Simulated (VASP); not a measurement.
# CdSe (F-43m) in VASP: a series of runs

Aim: see how the results for CdSe move with the level of theory and the settings. Levels: revPBE+D3(BJ), PBE. Tasks: single point.

All numbers are computed with VASP 6.6.1; they aren't measurements. Logs are shortened: lines on timing, memory, paths and dates and some standing lists are left out, and cuts for length are marked.

**1. The cell of the first run**

The structure is cubic, space group F-43m (No. 216). The conventional cell has a = 6.099 Å, b = 6.099 Å, c = 6.099 Å, α = 90.00°, β = 90.00°, γ = 90.00°. Within 3.5 Å of Cd (site symmetry -43m) lie 4 Se at 2.64 Å. Within 3.5 Å of Se (site symmetry -43m) lie 4 Cd at 2.64 Å.

**2. Single point, revPBE+D3(BJ)**

Input file INCAR:

```
SYSTEM = CdSe
ALGO = Normal ; EDIFF = 1E-7
ENCUT = 520 ; GGA = RE
ISIF = 2 ; ISMEAR = -1
IVDW = 12 ; LASPH = .True.
LCHARG = .True. ; LELF = .True.
LREAL = .False. ; LVHAR = .True.
LWAVE = .False. ; NBANDS = 16
NELM = 60 ; PREC = Accurate
SIGMA = 0.05
```

Input file KPOINTS:

```
k-points
0
Gamma
  8 8 8
  0 0 0
```

Input file POSCAR:

```
CdSe
1.0
    0.0000000000      3.0496647307      3.0496647307
    3.0496647307      0.0000000000      3.0496647307
    3.0496647307      3.0496647307      0.0000000000
Cd Se
1 1
Direct
    0.0000000000      0.0000000000      0.0000000000
    0.2500000000      0.2500000000      0.2500000000
```

Potentials or basis: VASP PAW PBE potentials, release 64 (Cd, Se).

Started as:

```console
$ cat potpaw_PBE.64/Cd/POTCAR potpaw_PBE.64/Se/POTCAR > POTCAR
$ mpirun -np 1 vasp_std > vasp.out
```

OUTCAR:

```text
SYSTEM = CdSe
   EDIFF = 1E-7
   ENCUT = 520
   GGA = RE
   ISIF = 2
   ISMEAR = -1
   IVDW = 12
   LASPH = .True.
   LREAL = .False.
   NELM = 60
   PREC = Accurate
 IVDW          = 12

 ion  position               nearest neighbor table
   1  0.000  0.000  0.000-   2 2.64   2 2.64   2 2.64   2 2.64
   2  0.250  0.250  0.250-   1 2.64   1 2.64   1 2.64   1 2.64

  LATTYP: Found a face centered cubic cell.
 ALAT       =     6.0993294614

  Lattice vectors:

 A1 = (   0.0000000000,   3.0496647307,   3.0496647307)
 A2 = (   3.0496647307,   0.0000000000,   3.0496647307)
 A3 = (   3.0496647307,   3.0496647307,   0.0000000000)

Analysis of symmetry for initial positions (statically):
=====================================================================
 Subroutine PRICEL returns:
 Original cell was already a primitive cell.

 Routine SETGRP: Setting up the symmetry group for a
 face centered cubic supercell.

 Subroutine GETGRP returns: Found 24 space group operations
 (whereof 24 operations were pure point group operations)
 out of a pool of 48 trial point group operations.

The static configuration has the point symmetry T_d .

Analysis of symmetry for dynamics (positions and initial velocities):
=====================================================================
 Subroutine PRICEL returns:
 Original cell was already a primitive cell.

 Routine SETGRP: Setting up the symmetry group for a
 face centered cubic supercell.

 Subroutine GETGRP returns: Found 24 space group operations
 (whereof 24 operations were pure point group operations)
 out of a pool of 48 trial point group operations.

The dynamic configuration has the point symmetry T_d .

 Subroutine INISYM returns: Found 24 space group operations
 (whereof 24 operations are pure point group operations),
 and found     1 'primitive' translations

----------------------------------------------------------------------------------------

                                     Primitive cell

  volume of cell :      56.7265

  direct lattice vectors                    reciprocal lattice vectors
     0.000000000  3.049664731  3.049664731    -0.163952449  0.163952449  0.163952449
     3.049664731  0.000000000  3.049664731     0.163952449 -0.163952449  0.163952449
     3.049664731  3.049664731  0.000000000     0.163952449  0.163952449 -0.163952449

  length of vectors
     4.312877223  4.312877223  4.312877223     0.283973971  0.283973971  0.283973971

  position of ions in fractional coordinates (direct lattice)
     0.000000000  0.000000000  0.000000000
     0.250000000  0.250000000  0.250000000

  ion indices of the primitive-cell ions
   primitive index   ion index
                 1           1
                 2           2

----------------------------------------------------------------------------------------

 KPOINTS: k-points

Automatic generation of k-mesh.
 Grid dimensions read from file:
 generate k-points for:    8    8    8

 Generating k-lattice:

  Cartesian coordinates                     Fractional coordinates (reciprocal lattice)
    -0.020494056  0.020494056  0.020494056     0.125000000  0.000000000  0.000000000
     0.020494056 -0.020494056  0.020494056     0.000000000  0.125000000  0.000000000
     0.020494056  0.020494056 -0.020494056     0.000000000  0.000000000  0.125000000

  Length of vectors
     0.035496746  0.035496746  0.035496746

  Shift w.r.t. Gamma in fractional coordinates (k-lattice)
     0.000000000  0.000000000  0.000000000

 Subroutine IBZKPT returns following result:
 ===========================================

 Found     29 irreducible k-points:

 Following reciprocal coordinates:
            Coordinates               Weight
  0.000000  0.000000  0.000000      1.000000
  0.125000  0.000000  0.000000      8.000000
  0.250000  0.000000  0.000000      8.000000
  0.375000  0.000000  0.000000      8.000000
  0.500000  0.000000  0.000000      4.000000
  0.125000  0.125000  0.000000      6.000000
[... 16 lines left out ...]
  0.500000  0.250000  0.125000     48.000000
 -0.375000  0.250000  0.125000     24.000000
 [... further k-points ...]
   k-points           NKPTS =     29   k-points in BZ     NKDIM =     29   number of bands    NBANDS=     16
   number of dos      NEDOS =    301   number of ions     NIONS =      2
   total plane-waves  NPLWV =  32768
   dimension x,y,z NGX =    32 NGY =   32 NGZ =   32
   dimension x,y,z NGXF=    64 NGYF=   64 NGZF=   64
   ions per type =               1   1
   NGX,Y,Z   is equivalent  to a cutoff of  12.33, 12.33, 12.33 a.u.
   NGXF,Y,Z  is equivalent  to a cutoff of  24.67, 24.67, 24.67 a.u.
 SYSTEM =  CdSe
   PREC   = accura    normal or accurate (medium, high low for compatibility)
   ISTART =      0    job   : 0-new  1-cont  2-samecut
   ICHARG =      2    charge: 1-file 2-atom 10-const
   ISPIN  =      1    spin polarized calculation?
   LNONCOLLINEAR =      F non collinear calculations
   LSORBIT =      F    spin-orbit coupling
   LASPH  =      T    aspherical Exc in radial PAW
   ENCUT  =  520.0 eV  38.22 Ry    6.18 a.u.   8.02  8.02  8.02*2*pi/ulx,y,z
   NELM   =     60;   NELMIN=  2; NELMDL= -5     # of ELM steps
   EDIFF  = 0.1E-06   stopping-criterion for ELM
   LREAL  =      F    real-space projection
   EDIFFG = 0.1E-05   stopping-criterion for IOM
   NSW    =      0    number of steps for IOM
   IBRION =     -1    ionic relax: 0-MD 1-quasi-New 2-CG
   NFREE  =      0    steps in history (QN), initial steepest desc. (CG)
   ISIF   =      2    stress and relaxation
   ISYM   =      2    0-nonsym 1-usesym 2-fastsym
   POTIM  = 0.5000    time-step for ionic-motion
   TEBEG  =    0.0;   TEEND  =   0.0 temperature during run
   PSTRESS=    0.0 pullay stress
   NELECT =      18.0000    total number of electrons
   NUPDOWN=      -1.0000    fix difference up-down
   EMIN   =  10.00;   EMAX   =-10.00  energy-range for DOS
   EFERMI =   0.00;   METHOD = LEGACY
   ISMEAR =    -1;   SIGMA  =   0.05  broadening in eV -4-tet -1-fermi 0-gaus
   EFERMI_NEDOS =   21; number of points for ismear=-14 and -15
   IALGO  =     38    algorithm
   IMIX   =      4    mixing-type and parameters
     AMIX     =   0.40;   BMIX     =  1.00
     AMIX_MAG =   1.60;   BMIX_MAG =  1.00
  volume/ion in A,a.u.               =      28.36       191.40
  Fermi-wavevector in a.u.,A,eV,Ry     =   1.116615  2.110097 16.964148  1.246830
  Thomas-Fermi vector in A             =   2.253231
   LORBIT       =      0    0 simple, 1 ext, 2 COOP (PROOUT), +10 PAW based schemes
   GGA     = RE    functional components
   LHFCALC =     F    Hartree Fock is set to
   AEXX    =    0.0000 exact exchange contribution
   IVDW    =    12    specifies the selected vdW correction
   LEPSILON=     F    determine dielectric tensor
   LRPA    =     F    only Hartree local field effects (RPA)
 non-spin polarized calculation
  energy-cutoff  :      520.00
  volume of cell :       56.73
 maximum number of plane-waves:      1542
   NGX = 17   NGY = 17   NGZ = 17

 number of electron      18.0000005 magnetization

 Free energy of the ion-electron system (eV)
  ---------------------------------------------------
  ext. energy  EPLUGINS =         0.00000000
  ---------------------------------------------------
  free energy    TOTEN  =        -4.88898040 eV

  energy without entropy =       -4.88897493  energy(sigma->0) =       -4.88897766

 E-fermi :   1.3650     XC(G=0):  -8.6717

 val. band max:        0.9651875160   @ k =   0.0000   0.0000   0.0000
 cond. band min:       1.6866458640   @ k =   0.0000   0.0000   0.0000
 fundamental gap:      0.7214583480
 Fermi energy:         1.3650086228

 k-point     1 :       0.0000    0.0000    0.0000
  band No.  band energies     occupation
      1     -11.5464      2.00000
      2      -6.9443      2.00000
      3      -6.9443      2.00000
      4      -6.9443      2.00000
      5      -6.5808      2.00000
      6      -6.5808      2.00000
[... 8 lines left out ...]
     15      12.0531      0.00000
     16      12.0531      0.00000

 k-point     2 :       0.1250    0.0000    0.0000
  band No.  band energies     occupation
      1     -11.4943      2.00000
      2      -6.9276      2.00000
      3      -6.9276      2.00000
      4      -6.8958      2.00000
      5      -6.5816      2.00000
      6      -6.5816      2.00000
[... 8 lines left out ...]
     15      11.3349      0.00000
     16      11.6203      0.00000

 k-point     3 :       0.2500    0.0000    0.0000
  band No.  band energies     occupation
      1     -11.3674      2.00000
      2      -6.8910      2.00000
      3      -6.8910      2.00000
      4      -6.7331      2.00000
      5      -6.5785      2.00000
      6      -6.5785      2.00000
[... 8 lines left out ...]
     15      11.0978      0.00000
     16      11.2806      0.00000

 k-point     4 :       0.3750    0.0000    0.0000
  band No.  band energies     occupation
      1     -11.2391      2.00000
      2      -6.8620      2.00000
      3      -6.8620      2.00000
      4      -6.5661      2.00000
      5      -6.5661      2.00000
      6      -6.4622      2.00000
[... 8 lines left out ...]
     15      11.9673      0.00000
     16      11.9673      0.00000
[... 324 lines left out ...]
 k-point    22 :       0.3750    0.2500    0.1250
  band No.  band energies     occupation
      1     -11.2734      2.00000
      2      -6.8504      2.00000
      3      -6.8313      2.00000
      4      -6.6835      2.00000
      5      -6.5709      2.00000
      6      -6.5336      2.00000
[... 8 lines left out ...]
     15      12.5351      0.00000
     16      13.8106      0.00000

 k-point    23 :       0.5000    0.2500    0.1250
  band No.  band energies     occupation
      1     -11.1717      2.00000
      2      -6.8221      2.00000
      3      -6.8054      2.00000
      4      -6.6233      2.00000
      5      -6.5590      2.00000
      6      -6.3426      2.00000
[... 8 lines left out ...]
     15      12.9328      0.00000
     16      13.6825      0.00000

 k-point    24 :      -0.3750    0.2500    0.1250
  band No.  band energies     occupation
      1     -11.1297      2.00000
      2      -6.8167      2.00000
      3      -6.7936      2.00000
      4      -6.5985      2.00000
      5      -6.5645      2.00000
      6      -6.2036      2.00000
[... 8 lines left out ...]
     15      12.7299      0.00000
     16      13.6570      0.00000

 [... further k-points ...]

------------------------ aborting loop because EDIFF is reached ----------------------------------------

 Edisp (eV)   -1.21097

 E8    (eV) :    -0.8400

  FORCE on cell =-STRESS in cart. coord.  units (eV):
  Direction    XX          YY          ZZ          XY          YZ          ZX
  --------------------------------------------------------------------------------------
  -------------------------------------------------------------------------------------
  Total       0.00942     0.00942     0.00942    -0.00000     0.00000    -0.00000
  in kB       0.26604     0.26604     0.26604    -0.00000     0.00000    -0.00000
  external pressure =        0.27 kB  Pullay stress =        0.00 kB

 VOLUME and BASIS-vectors are now :
 -----------------------------------------------------------------------------
  energy-cutoff  :      520.00
  volume of cell :       56.73
      direct lattice vectors                 reciprocal lattice vectors
     0.000000000  3.049664731  3.049664731    -0.163952449  0.163952449  0.163952449
     3.049664731  0.000000000  3.049664731     0.163952449 -0.163952449  0.163952449
     3.049664731  3.049664731  0.000000000     0.163952449  0.163952449 -0.163952449

 POSITION                                       TOTAL-FORCE (eV/Angst)
 -----------------------------------------------------------------------------------
      0.00000      0.00000      0.00000         0.000000      0.000000      0.000000
      1.52483      1.52483      1.52483        -0.000000     -0.000000     -0.000000
 -----------------------------------------------------------------------------------
    total drift:                               -0.000001     -0.000001     -0.000001

  FREE ENERGIE OF THE ION-ELECTRON SYSTEM (eV)
  ---------------------------------------------------
  free  energy   TOTEN  =        -6.0999490521 eV

  energy  without entropy=       -6.0999435821  energy(sigma->0) =       -6.09994632
```

It took 56 s on 1 thread of AMD EPYC 7R13, shared host; peak memory 0.17 GiB.

What came out:

| Quantity | Value |
| --- | --- |
| Free energy | -6.0999 eV |
| Pressure | 0.0 GPa |
| Band gap on the k mesh | 0.72 eV, direct |
| Dispersion energy per atom | -0.605 eV |

Caveat: the PAW data sets were made with another functional, which shifts forces and pressure a little. A hybrid or GW would open this gap; revPBE tends to underestimate it.

**3. Single point, revPBE+D3(BJ)**

This run uses another cell than the first one, of 28.94 Å³/atom, 1.020 times its volume.

Input file INCAR:

```
ALGO = Normal
EDIFF = 1E-7
ENCUT = 520
GGA = RE
ISIF = 2
ISMEAR = -1
IVDW = 12
LASPH = True
LCHARG = False
LREAL = False
LWAVE = False
NBANDS = 16
NELM = 60
PREC = Accurate
SIGMA = 0.05
```

Input file KPOINTS:

```
k-points
0
Gamma
  8 8 8
```

Input file POSCAR:

```
CdSe
1.0
    0.0000000000      3.0702711986      3.0702711986
    3.0702711986      0.0000000000      3.0702711986
    3.0702711986      3.0702711986      0.0000000000
Cd Se
1 1
Direct
    0.0000000000      0.0000000000      0.0000000000
    0.2500000000      0.2500000000      0.2500000000
```

Potentials or basis: VASP PAW PBE potentials, release 64 (Cd, Se).

Started as:

```console
$ cat potpaw_PBE.64/Cd/POTCAR potpaw_PBE.64/Se/POTCAR > POTCAR
$ mpirun -np 1 vasp_std > vasp.out
```

OUTCAR:

```text
EDIFF = 1E-7
   ENCUT = 520
   GGA = RE
   ISIF = 2
   ISMEAR = -1
   IVDW = 12
   LASPH = True
   LREAL = False
   NELM = 60
   PREC = Accurate
 IVDW          = 12

 ion  position               nearest neighbor table
   1  0.000  0.000  0.000-   2 2.66   2 2.66   2 2.66   2 2.66
   2  0.250  0.250  0.250-   1 2.66   1 2.66   1 2.66   1 2.66

  LATTYP: Found a face centered cubic cell.
 ALAT       =     6.1405423972

  Lattice vectors:

[... 641 lines left out ...]

------------------------ aborting loop because EDIFF is reached ----------------------------------------

 Edisp (eV)   -1.18216

 E8    (eV) :    -0.8195

  FORCE on cell =-STRESS in cart. coord.  units (eV):
  Direction    XX          YY          ZZ          XY          YZ          ZX
  --------------------------------------------------------------------------------------
  -------------------------------------------------------------------------------------
  Total      -0.34481    -0.34481    -0.34481     0.00000     0.00000     0.00000
  in kB      -9.54413    -9.54413    -9.54413     0.00000     0.00000     0.00000
  external pressure =       -9.54 kB  Pullay stress =        0.00 kB

 VOLUME and BASIS-vectors are now :
 -----------------------------------------------------------------------------
  energy-cutoff  :      520.00
  volume of cell :       57.88
      direct lattice vectors                 reciprocal lattice vectors
     0.000000000  3.070271199  3.070271199    -0.162852063  0.162852063  0.162852063
     3.070271199  0.000000000  3.070271199     0.162852063 -0.162852063  0.162852063
     3.070271199  3.070271199  0.000000000     0.162852063  0.162852063 -0.162852063

 POSITION                                       TOTAL-FORCE (eV/Angst)
 -----------------------------------------------------------------------------------
      0.00000      0.00000      0.00000         0.000000      0.000000     -0.000000
      1.53514      1.53514      1.53514        -0.000000     -0.000000      0.000000
 -----------------------------------------------------------------------------------
    total drift:                               -0.000001     -0.000001     -0.000001

  FREE ENERGIE OF THE ION-ELECTRON SYSTEM (eV)
  ---------------------------------------------------
  free  energy   TOTEN  =        -6.0965708171 eV

  energy  without entropy=       -6.0965627032  energy(sigma->0) =       -6.09656676
```

stdout:

```text
POSCAR found type information on POSCAR CdSe
 POSCAR found :  2 types and       2 ions
 scaLAPACK will be used
 -----------------------------------------------------------------------------
|                                                                             |
|                                                                             |
|     You enforced a specific xc type in the INCAR file but a different       |
|     I HOPE YOU KNOW WHAT YOU ARE DOING!                                     |
|                                                                             |
 -----------------------------------------------------------------------------

 LDA part: xc-table for (Slater+PW92), standard interpolation
 POSCAR, INCAR and KPOINTS ok, starting setup
 FFT: planning ... GRIDC
 FFT: planning ... GRID_SOFT
 FFT: planning ... GRID
 WAVECAR not read
 entering main loop
```

Wall time 48 s (1 thread of AMD EPYC 7R13, shared host); peak memory 0.17 GiB.

Results:

```yaml
Free_energy: -6.0966 eV
Pressure: -1.0 GPa
Band_gap_on_the_k_mesh: 0.68 eV, direct
Dispersion_energy_per_atom: -0.591 eV
```

Caveat: the PAW data sets were made with another functional, which shifts forces and pressure a little.

**4. Single point, PBE**

This run uses another cell than the first one, of 28.94 Å³/atom, 1.020 times its volume.

Input file INCAR:

```
  ALGO = Normal
  EDIFF = 1E-6
  ENCUT = 500
  GGA = PE
  GGA_COMPAT = F
  ISIF = 2
  ISMEAR = 0
  LASPH = T
  LCHARG = T
  LELF = T
  LREAL = F
  LVHAR = T
  LWAVE = F
  NBANDS = 16
  NELM = 120
  PREC = Accurate
  SIGMA = 0.01
```

Input file KPOINTS:

```
k-points
0
Gamma
  4 4 4
```

POSCAR is that of step 3.

Started as:

```console
$ cat potpaw_PBE.64/Cd/POTCAR potpaw_PBE.64/Se/POTCAR > POTCAR
$ mpirun -np 1 vasp_std > vasp.out
```

It took 7.9 s on 1 thread of Intel Xeon 6975P-C (Granite Rapids), shared host; peak memory 0.17 GiB.

The run converged. Its results:

```
Free energy            : -5.4434 eV
Pressure               : 1.8 GPa
Band gap on the k mesh : 0.53 eV, direct
```

Levels at points of the mesh, in eV from the valence-band top:
```
           k point  band 7  band 8  band 9  band 10  band 11  band 12
(0.00, 0.00, 0.00)    0.00    0.00    0.00     0.53     5.91     5.91
(0.50, 0.00, 0.00)   -4.24   -0.71   -0.71     2.34     6.42     6.42
(0.50, 0.50, 0.00)   -3.97   -1.76   -1.76     3.17     3.71     8.98
```

Caveat: the k points lie up to 0.44 Å⁻¹ apart.

**5. Single point, PBE**

This run uses another cell than the first one, of 28.94 Å³/atom, 1.020 times its volume.

Input file INCAR:

```
SYSTEM = CdSe
  ALGO = Normal
  EDIFF = 1E-6
  ENCUT = 500
  GGA = PE
  GGA_COMPAT = .False.
  ISIF = 2
  ISMEAR = 0
  LASPH = .True.
  LCHARG = .True.
  LELF = .True.
  LREAL = .False.
  LVHAR = .True.
  LWAVE = .False.
  NBANDS = 16
  NELM = 120
  PREC = Accurate
  SIGMA = 0.01
```

Input file KPOINTS:

```
k-points
0
Gamma
  4 4 4
  0 0 0
```

POSCAR is that of step 4.

Started as:

```console
$ cat potpaw_PBE.64/Cd/POTCAR potpaw_PBE.64/Se/POTCAR > POTCAR
$ mpirun -np 1 vasp_std > vasp.out
```

It took 7.6 s on 1 thread of Intel Xeon 6975P-C (Granite Rapids), shared host; peak memory 0.17 GiB.

Results (log left out):

| Quantity | Value |
| --- | --- |
| Free energy | -5.4434 eV |
| Pressure | 1.8 GPa |
| Band gap on the k mesh | 0.53 eV, direct |

Levels at points of the mesh, in eV from the valence-band top:
| k point | band 7 | band 8 | band 9 | band 10 | band 11 | band 12 |
| --- | --- | --- | --- | --- | --- | --- |
| (0.00, 0.00, 0.00) | 0.00 | 0.00 | 0.00 | 0.53 | 5.91 | 5.91 |
| (0.50, 0.00, 0.00) | -4.24 | -0.71 | -0.71 | 2.34 | 6.42 | 6.42 |
| (0.50, 0.50, 0.00) | -3.97 | -1.76 | -1.76 | 3.17 | 3.71 | 8.98 |

Caveat: the k points lie up to 0.44 Å⁻¹ apart.

(Continued in part 2 of 2.)
